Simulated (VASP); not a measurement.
Runs of VASP 6.6.1 on SnTe. The structure is that of space group Fm-3m (No. 225), or close to it. The cells are those of the table. 

```csv
cell,gap on the mesh (eV),pressure (GPa)
"a = 4.572 Å, angles 60.0°, 2 atoms",0.07,-3.2
"a = 4.534 Å, angles 60.0°, 2 atoms",0.00,-2.4
"a = 4.416 Å, angles 60.0°, 2 atoms",0.22,(a)
"a = 4.375 Å, angles 60.0°, 2 atoms",0.31,(b)
"a = 4.334 Å, angles 60.0°, 2 atoms",0.31,4.4
"a = 4.495 Å, angles 60.0°, 2 atoms",0.07,-1.6
```

Alike in all rows: task single point; level PBEsol; potentials or basis VASP PAW PBE potentials, release 64 (Sn_d, Te); no spin polarisation; k mesh 6 × 6 × 6; cutoff (eV) 500; smearing gaussian 0.01 eV.

Task: Estimate the missing entries.

Result: (a) 1.0; (b) 2.6.

Caveats: the PAW data sets were made with another functional, which shifts forces and pressure a little; spin-orbit coupling is left out, which moves the levels of the heavy elements.

A k mesh can miss the band edges, and the runs leave out spin-orbit coupling on Sn, Te.
